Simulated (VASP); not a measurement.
A run of VASP 6.6.1 is set up as follows.

INCAR

```
SYSTEM = Ni
PREC = Accurate ; ENCUT = 520
EDIFF = 1E-7 ; ISMEAR = 0
SIGMA = 0.15 ; LREAL = .FALSE.
LASPH = .TRUE. ; NELM = 150
ALGO = Normal ; ISIF = 2
LWAVE = .FALSE. ; LCHARG = .FALSE.
ISPIN = 2 ; MAGMOM = 0.625
LORBIT = 11 ; NUPDOWN = 0.625
LMAXMIX = 4 ; NBANDS = 15
```

Contents of KPOINTS:

```
Automatic mesh
0
G
  24 24 24
  0 0 0
```

Contents of POSCAR:

```
Ni
1.0
    0.0000000000      1.8092629499      1.8092629499
    1.8092629499      0.0000000000      1.8092629499
    1.8092629499      1.8092629499      0.0000000000
Ni
1
Direct
    0.0000000000      0.0000000000      0.0000000000
```

Potentials or basis: VASP PAW LDA potentials, release 64 (Ni).

Run with:

```bash
$ cat potpaw_LDA.64/Ni/POTCAR > POTCAR
$ mpirun -np 1 vasp_std > vasp.out
```

Q: Predict the pressure.

A: -27.8 GPa.

Caveat: the total moment is fixed, so each spin has its own Fermi level.
